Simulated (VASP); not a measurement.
Here is a VASP 6.6.1 calculation.

File INCAR:

```
SYSTEM = Ag
PREC = Accurate
ENCUT = 520
EDIFF = 1E-7
ISMEAR = -1
SIGMA = 0.1
LREAL = .FALSE.
LASPH = .TRUE.
NELM = 100
ALGO = Normal
ISIF = 2
LWAVE = .FALSE.
LCHARG = .TRUE.
GGA = RP
LELF = .TRUE.
LVHAR = .TRUE.
NBANDS = 18
```

KPOINTS

```
Automatic mesh
0
G
  14 14 8
  0 0 0
```

Contents of POSCAR:

```
Ag
1.0
    3.1071509046      0.0000000000      0.0000000000
   -1.5535754523      2.6908716168      0.0000000000
    0.0000000000      0.0000000000      5.0246734500
Ag
2
Direct
    0.3333333333      0.6666666667      0.2500000000
    0.6666666667      0.3333333333      0.7500000000
```

Potentials or basis: VASP PAW PBE potentials, release 64 (Ag).

The run is started by

```bash
$ cat potpaw_PBE.64/Ag/POTCAR > POTCAR
$ mpirun -np 1 vasp_std > vasp.out
```

Problem. Estimate the pressure.

Solution. -6.0 GPa.

Problem. What does it give for the band gap on the k mesh?

Solution. Zero (band 11 reaches 9.26 eV, above the bottom of band 12 at 2.77 eV).

Stress tensor (GPa, compression positive):
```
-6.10  0.00  0.00
 0.00 -6.10  0.00
 0.00  0.00 -5.77
```

Caveat: the PAW data sets were made with another functional, which shifts forces and pressure a little.
